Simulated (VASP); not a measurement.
Here is a VASP 6.6.1 calculation.

File POSCAR:

```
Si
1.0
    3.8330687580      0.0000000000      0.0000000000
   -1.9165343790      3.3195349189      0.0000000000
    0.0000000000      0.0000000000      6.3266069972
Si
4
Direct
    0.3333333333      0.6666666667      0.0002923474
    0.6666666667      0.3333333333      0.5002923474
    0.3333333333      0.6666666667      0.3747076526
    0.6666666667      0.3333333333      0.8747076526
```

File INCAR.step1:

```
SYSTEM = Si
PREC = Accurate ; ENCUT = 520
EDIFF = 1E-5 ; ISMEAR = -1
SIGMA = 0.02 ; LREAL = .False.
LASPH = .True. ; NELM = 60
ALGO = Normal ; ISIF = 2
LWAVE = .True. ; LCHARG = .False.
GGA = PE ; NBANDS = 16
```

File INCAR.step2:

```
SYSTEM = Si
PREC = Accurate ; ENCUT = 520
EDIFF = 1E-6 ; ISMEAR = -1
SIGMA = 0.02 ; LREAL = .False.
LASPH = .True. ; NELM = 60
ALGO = Normal ; ISIF = 2
LWAVE = .False. ; LCHARG = .False.
GGA = PE ; LHFCALC = .True.
HFSCREEN = 0.2079 ; PRECFOCK = Normal
ISTART = 1 ; NBANDS = 16
```

KPOINTS

```
regular mesh
0
Gamma
  6 6 4
  0 0 0
```

Potentials or basis: VASP PAW PBE potentials, release 64 (Si).

Run with:

```console
$ cat potpaw_PBE.64/Si/POTCAR > POTCAR
$ cp INCAR.step1 INCAR
$ mpirun -np 1 vasp_std > vasp.out
$ cp INCAR.step2 INCAR
$ mpirun -np 1 vasp_std > vasp.out
```

(1) What does it give for the band gap on the k mesh?

(2) Predict the pressure.

Answers

(1) 0.97 eV (least direct gap 1.69 eV).

(2) -0.4 GPa.

Caveat: the PAW data sets were made with another functional, which shifts forces and pressure a little.
